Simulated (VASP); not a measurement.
# GaN (Fm-3m) in VASP: notebook

GaN is run at these levels: PBE; tasks: single point.

Program: VASP 6.6.1. These are calculated values, not measurements. Logs are shortened: lines on timing, memory, paths and dates and some standing lists are left out, and cuts for length are marked.

### Step 1. The cell of the first run

It takes space group Fm-3m (No. 225, cubic). The conventional cell has a = 4.217 Å, b = 4.217 Å, c = 4.217 Å, α = 90.00°, β = 90.00°, γ = 90.00°. Within 2.8 Å of Ga (site symmetry m-3m) lie 6 N at 2.11 Å. Within 2.8 Å of N (site symmetry m-3m) lie 6 Ga at 2.11 Å.

### Step 2. Single point, PBE

INCAR

```
SYSTEM = GaN
  PREC = Accurate
  ENCUT = 520
  EDIFF = 1E-6
  ISMEAR = 0
  SIGMA = 0.01
  LREAL = .False.
  LASPH = .True.
  NELM = 60
  ALGO = Normal
  ISIF = 2
  LWAVE = .False.
  LCHARG = .True.
  GGA = PE
  LELF = .True.
  LVHAR = .True.
  NBANDS = 16
```

KPOINTS

```
regular mesh
0
Gamma
  8 8 8
  0 0 0
```

POSCAR

```
GaN
1.0
    0.0000000000      2.1085153689      2.1085153689
    2.1085153689      0.0000000000      2.1085153689
    2.1085153689      2.1085153689      0.0000000000
Ga N
1 1
Direct
    0.5000000000      0.5000000000      0.5000000000
    0.0000000000      0.0000000000      0.0000000000
```

Potentials or basis: VASP PAW PBE potentials, release 64 (Ga_d, N).

Launch:

```bash
> cat potpaw_PBE.64/Ga_d/POTCAR potpaw_PBE.64/N/POTCAR > POTCAR
> mpirun -np 1 vasp_std > vasp.out
```

OUTCAR:

```text
SYSTEM = GaN
   PREC = Accurate
   ENCUT = 520
   EDIFF = 1E-6
   ISMEAR = 0
   LREAL = .False.
   LASPH = .True.
   NELM = 60
   ISIF = 2
   GGA = PE

 ion  position               nearest neighbor table
   1  0.500  0.500  0.500-   2 2.11   2 2.11   2 2.11   2 2.11   2 2.11   2 2.11
   2  0.000  0.000  0.000-   1 2.11   1 2.11   1 2.11   1 2.11   1 2.11   1 2.11

  LATTYP: Found a face centered cubic cell.
 ALAT       =     4.2170307378

  Lattice vectors:

 A1 = (   0.0000000000,   2.1085153689,   2.1085153689)
 A2 = (   2.1085153689,   0.0000000000,   2.1085153689)
 A3 = (   2.1085153689,   2.1085153689,   0.0000000000)

Analysis of symmetry for initial positions (statically):
=====================================================================
 Subroutine PRICEL returns:
 Original cell was already a primitive cell.

 Routine SETGRP: Setting up the symmetry group for a
 face centered cubic supercell.

 Subroutine GETGRP returns: Found 48 space group operations
 (whereof 48 operations were pure point group operations)
 out of a pool of 48 trial point group operations.

The static configuration has the point symmetry O_h .

Analysis of symmetry for dynamics (positions and initial velocities):
=====================================================================
 Subroutine PRICEL returns:
 Original cell was already a primitive cell.

 Routine SETGRP: Setting up the symmetry group for a
 face centered cubic supercell.

 Subroutine GETGRP returns: Found 48 space group operations
 (whereof 48 operations were pure point group operations)
 out of a pool of 48 trial point group operations.

The dynamic configuration has the point symmetry O_h .

 Subroutine INISYM returns: Found 48 space group operations
 (whereof 48 operations are pure point group operations),
 and found     1 'primitive' translations

----------------------------------------------------------------------------------------

                                     Primitive cell

  volume of cell :      18.7482

  direct lattice vectors                    reciprocal lattice vectors
     0.000000000  2.108515369  2.108515369    -0.237133676  0.237133676  0.237133676
     2.108515369  0.000000000  2.108515369     0.237133676 -0.237133676  0.237133676
     2.108515369  2.108515369  0.000000000     0.237133676  0.237133676 -0.237133676

  length of vectors
     2.981891031  2.981891031  2.981891031     0.410727575  0.410727575  0.410727575

  position of ions in fractional coordinates (direct lattice)
     0.500000000  0.500000000  0.500000000
     0.000000000  0.000000000  0.000000000

  ion indices of the primitive-cell ions
   primitive index   ion index
                 1           1
                 2           2

----------------------------------------------------------------------------------------

 KPOINTS: regular mesh

Automatic generation of k-mesh.
 Grid dimensions read from file:
 generate k-points for:    8    8    8

 Generating k-lattice:

  Cartesian coordinates                     Fractional coordinates (reciprocal lattice)
    -0.029641709  0.029641709  0.029641709     0.125000000  0.000000000  0.000000000
     0.029641709 -0.029641709  0.029641709     0.000000000  0.125000000  0.000000000
     0.029641709  0.029641709 -0.029641709     0.000000000  0.000000000  0.125000000

  Length of vectors
     0.051340947  0.051340947  0.051340947

  Shift w.r.t. Gamma in fractional coordinates (k-lattice)
     0.000000000  0.000000000  0.000000000

 Subroutine IBZKPT returns following result:
 ===========================================

 Found     29 irreducible k-points:

 Following reciprocal coordinates:
            Coordinates               Weight
  0.000000  0.000000  0.000000      1.000000
  0.125000  0.000000  0.000000      8.000000
  0.250000  0.000000  0.000000      8.000000
  0.375000  0.000000  0.000000      8.000000
  0.500000  0.000000  0.000000      4.000000
  0.125000  0.125000  0.000000      6.000000
[... 16 lines left out ...]
  0.500000  0.250000  0.125000     48.000000
 -0.375000  0.250000  0.125000     24.000000
 [... further k-points ...]
   k-points           NKPTS =     29   k-points in BZ     NKDIM =     29   number of bands    NBANDS=     16
   number of dos      NEDOS =    301   number of ions     NIONS =      2
   total plane-waves  NPLWV =  13824
   dimension x,y,z NGX =    24 NGY =   24 NGZ =   24
   dimension x,y,z NGXF=    48 NGYF=   48 NGZF=   48
   ions per type =               1   1
   NGX,Y,Z   is equivalent  to a cutoff of  13.38, 13.38, 13.38 a.u.
   NGXF,Y,Z  is equivalent  to a cutoff of  26.76, 26.76, 26.76 a.u.
 SYSTEM =  GaN
   PREC   = accura    normal or accurate (medium, high low for compatibility)
   ISTART =      0    job   : 0-new  1-cont  2-samecut
   ICHARG =      2    charge: 1-file 2-atom 10-const
   ISPIN  =      1    spin polarized calculation?
   LNONCOLLINEAR =      F non collinear calculations
   LSORBIT =      F    spin-orbit coupling
   LASPH  =      T    aspherical Exc in radial PAW
   ENCUT  =  520.0 eV  38.22 Ry    6.18 a.u.   5.54  5.54  5.54*2*pi/ulx,y,z
   NELM   =     60;   NELMIN=  2; NELMDL= -5     # of ELM steps
   EDIFF  = 0.1E-05   stopping-criterion for ELM
   LREAL  =      F    real-space projection
   EDIFFG = 0.1E-04   stopping-criterion for IOM
   NSW    =      0    number of steps for IOM
   IBRION =     -1    ionic relax: 0-MD 1-quasi-New 2-CG
   NFREE  =      0    steps in history (QN), initial steepest desc. (CG)
   ISIF   =      2    stress and relaxation
   ISYM   =      2    0-nonsym 1-usesym 2-fastsym
   POTIM  = 0.5000    time-step for ionic-motion
   TEBEG  =    0.0;   TEEND  =   0.0 temperature during run
   PSTRESS=    0.0 pullay stress
   NELECT =      18.0000    total number of electrons
   NUPDOWN=      -1.0000    fix difference up-down
   EMIN   =  10.00;   EMAX   =-10.00  energy-range for DOS
   EFERMI =   0.00;   METHOD = LEGACY
   ISMEAR =     0;   SIGMA  =   0.01  broadening in eV -4-tet -1-fermi 0-gaus
   EFERMI_NEDOS =   21; number of points for ismear=-14 and -15
   IALGO  =     38    algorithm
   IMIX   =      4    mixing-type and parameters
     AMIX     =   0.40;   BMIX     =  1.00
     AMIX_MAG =   1.60;   BMIX_MAG =  1.00
  volume/ion in A,a.u.               =       9.37        63.26
  Fermi-wavevector in a.u.,A,eV,Ry     =   1.615024  3.051952 35.488097  2.608302
  Thomas-Fermi vector in A             =   2.709838
   LORBIT       =      0    0 simple, 1 ext, 2 COOP (PROOUT), +10 PAW based schemes
   GGA     = PE    functional components
   LHFCALC =     F    Hartree Fock is set to
   AEXX    =    0.0000 exact exchange contribution
   IVDW    =     0    specifies the selected vdW correction
   LEPSILON=     F    determine dielectric tensor
   LRPA    =     F    only Hartree local field effects (RPA)
 non-spin polarized calculation
 Gauss-broadening in eV      SIGMA  =   0.01
  energy-cutoff  :      520.00
  volume of cell :       18.75
 maximum number of plane-waves:       531
 NGX is ok and might be reduce to    24
   NGX = 11   NGY = 11   NGZ = 11

 number of electron      18.0000008 magnetization

 Free energy of the ion-electron system (eV)
  ---------------------------------------------------
  ext. energy  EPLUGINS =         0.00000000
  ---------------------------------------------------
  free energy    TOTEN  =       -11.18383231 eV

  energy without entropy =      -11.18383231  energy(sigma->0) =      -11.18383231

 E-fermi :   8.0192     XC(G=0): -13.1183

 val. band max:        7.9674329059   @ k =  -0.2500   0.1250   0.0000
 cond. band min:       8.6187839738   @ k =   0.5000   0.5000   0.0000
 fundamental gap:      0.6513510679
 Fermi energy:         8.0192090904

 k-point     1 :       0.0000    0.0000    0.0000
  band No.  band energies     occupation
      1      -9.3864      2.00000
      2      -6.0036      2.00000
      3      -6.0036      2.00000
      4      -6.0036      2.00000
      5      -5.9076      2.00000
      6      -5.9076      2.00000
[... 8 lines left out ...]
     15      23.9035      0.00000
     16      23.9035      0.00000

 k-point     2 :       0.1250    0.0000    0.0000
  band No.  band energies     occupation
      1      -9.0813      2.00000
      2      -6.0159      2.00000
      3      -5.9931      2.00000
      4      -5.9931      2.00000
      5      -5.9230      2.00000
      6      -5.9230      2.00000
[... 8 lines left out ...]
     15      24.1908      0.00000
     16      24.1908      0.00000

 k-point     3 :       0.2500    0.0000    0.0000
  band No.  band energies     occupation
      1      -8.2189      2.00000
      2      -6.0510      2.00000
      3      -6.0510      2.00000
      4      -6.0458      2.00000
      5      -5.8753      2.00000
      6      -5.8753      2.00000
[... 8 lines left out ...]
     15      25.9035      0.00000
     16      25.9035      0.00000

 k-point     4 :       0.3750    0.0000    0.0000
  band No.  band energies     occupation
      1      -7.0336      2.00000
      2      -6.1315      2.00000
      3      -6.1315      2.00000
      4      -6.0838      2.00000
      5      -5.8029      2.00000
      6      -5.8029      2.00000
[... 8 lines left out ...]
     15      28.6340      0.00000
     16      28.6340      0.00000
[... 324 lines left out ...]
 k-point    22 :       0.3750    0.2500    0.1250
  band No.  band energies     occupation
      1      -7.7867      2.00000
      2      -6.0726      2.00000
      3      -6.0194      2.00000
      4      -5.9536      2.00000
      5      -5.8759      2.00000
      6      -5.6293      2.00000
[... 8 lines left out ...]
     15      29.3148      0.00000
     16      29.6878      0.00000

 k-point    23 :       0.5000    0.2500    0.1250
  band No.  band energies     occupation
      1      -7.2885      2.00000
      2      -6.0943      2.00000
      3      -6.0346      2.00000
      4      -5.9598      2.00000
      5      -5.7998      2.00000
      6      -5.0081      2.00000
[... 8 lines left out ...]
     15      29.2878      0.00000
     16      30.8082      0.00000

 k-point    24 :      -0.3750    0.2500    0.1250
  band No.  band energies     occupation
      1      -7.1372      2.00000
      2      -6.1219      2.00000
      3      -6.0359      2.00000
      4      -5.9541      2.00000
      5      -5.7681      2.00000
      6      -4.4736      2.00000
[... 8 lines left out ...]
     15      27.0269      0.00000
     16      31.7022      0.00000

 [... further k-points ...]
[... 5 lines left out ...]
  --------------------------------------------------------------------------------------
  -------------------------------------------------------------------------------------
  Total        1.0601300      1.0601300      1.0601300      0.0000000      0.0000000     -0.0000000
  in kB       90.5960767     90.5960767     90.5960767      0.0000000      0.0000000     -0.0000000
  external PRESSURE =      90.5960767 kB  Pullay stress =       0.0000000 kB

 VOLUME and BASIS-vectors are now :
 -----------------------------------------------------------------------------
  energy-cutoff  :      520.00
  volume of cell :       18.75
      direct lattice vectors                 reciprocal lattice vectors
     0.000000000  2.108515369  2.108515369    -0.237133676  0.237133676  0.237133676
     2.108515369  0.000000000  2.108515369     0.237133676 -0.237133676  0.237133676
     2.108515369  2.108515369  0.000000000     0.237133676  0.237133676 -0.237133676

 POSITION                                       TOTAL-FORCE (eV/Angst)
 -----------------------------------------------------------------------------------
      2.10852      2.10852      2.10852         0.000000      0.000000     -0.000000
      0.00000      0.00000      0.00000        -0.000000     -0.000000      0.000000
 -----------------------------------------------------------------------------------
    total drift:                                0.000000     -0.000000      0.000000

  FREE ENERGIE OF THE ION-ELECTRON SYSTEM (eV)
  ---------------------------------------------------
  free  energy   TOTEN  =       -11.1838323098 eV

  energy  without entropy=      -11.1838323098  energy(sigma->0) =      -11.18383231
```

Wall time 6.7 s (1 thread of Intel Xeon Platinum 8375C at 2.90GHz (Ice Lake), shared host); peak memory 0.13 GiB.

What came out:

```yaml
Free_energy: -11.1838 eV
Pressure: 9.1 GPa
Band_gap_on_the_k_mesh: 0.65 eV, indirect (least direct gap 2.83 eV)
```

### Step 3. Single point, PBE

INCAR

```
  PREC = Accurate
  ENCUT = 520
  EDIFF = 1E-6
  ISMEAR = -1
  SIGMA = 0.5
  LREAL = F
  LASPH = T
  NELM = 60
  ALGO = Normal
  ISIF = 2
  LWAVE = F
  LCHARG = F
  GGA = PE
  NBANDS = 16
```

KPOINTS

```
regular mesh
0
Gamma
  8 8 8
```

POSCAR is that of step 2.

Potentials or basis: VASP PAW PBE potentials, release 64 (Ga_d, N).

Launch:

```bash
> cat potpaw_PBE.64/Ga_d/POTCAR potpaw_PBE.64/N/POTCAR > POTCAR
> mpirun -np 1 vasp_std > vasp.out
```

It took 7 s on 1 thread of Intel Xeon Platinum 8375C at 2.90GHz (Ice Lake), shared host; peak memory 0.13 GiB.

Results (log left out):

* Free energy: -11.2289 eV
* Pressure: 11.4 GPa

Levels at points of the mesh, in eV from the Fermi level:
```
           k point  band 6  band 7  band 8  band 9  band 10  band 11  band 12  band 13
(0.00, 0.00, 0.00)  -15.05   -1.76   -1.76   -1.76     1.10    13.57    13.57    13.57
(0.50, 0.00, 0.00)  -14.91   -9.49   -1.41   -1.41     3.52     7.95     7.95     8.27
(0.50, 0.50, 0.00)  -12.17   -8.38   -4.29   -4.29    -0.55     6.65    10.76    13.38
```
